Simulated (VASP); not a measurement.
Wanted: the native input for a VASP 6.6.1 run.

```
Task                   : single point
Functional             : PBE
Potentials or basis    : VASP PAW PBE potentials, release 64 (Cr_pv)
Cutoff                 : 520 eV
k mesh                 : 17 × 17 × 17
Occupations            : fermi-dirac, width 0.1 eV
Spin                   : no spin polarisation
Dipole correction      : no
Further INCAR settings : ALGO = Normal; EDIFF = 1e-07; NBANDS = 12
```

The structure of Cr lies in POSCAR:

```
Cr
1.0
    0.0000000000      1.7877482896      1.7877482896
    1.7877482896      0.0000000000      1.7877482896
    1.7877482896      1.7877482896      0.0000000000
Cr
1
Direct
    0.0000000000      0.0000000000      0.0000000000
```

This cell differs from its parent crystal: volume scaled by 0.96.

The input as run:

INCAR

```
  PREC = Accurate
  ENCUT = 520
  EDIFF = 1E-7
  ISMEAR = -1
  SIGMA = 0.1
  LREAL = F
  LASPH = T
  NELM = 100
  ALGO = Normal
  ISIF = 2
  LWAVE = F
  LCHARG = F
  GGA = PE
  NBANDS = 12
```

KPOINTS

```
Automatic mesh
0
Gamma
  17 17 17
```

Potentials or basis: VASP PAW PBE potentials, release 64 (Cr_pv).

Command:

```sh
$ cat potpaw_PBE.64/Cr_pv/POTCAR > POTCAR
$ mpirun -np 1 vasp_std > vasp.out
```

It gave:

* Pressure: 9.9 GPa
* Band gap on the k mesh: zero (band 6 reaches 13.50 eV, above the bottom of band 7 at 10.42 eV)

Caveat: the run has no spin polarisation, though such a crystal can be magnetic.

It took 16 s on 1 thread of Intel Xeon 6975P-C (shared host), peak memory 0.14 GiB.
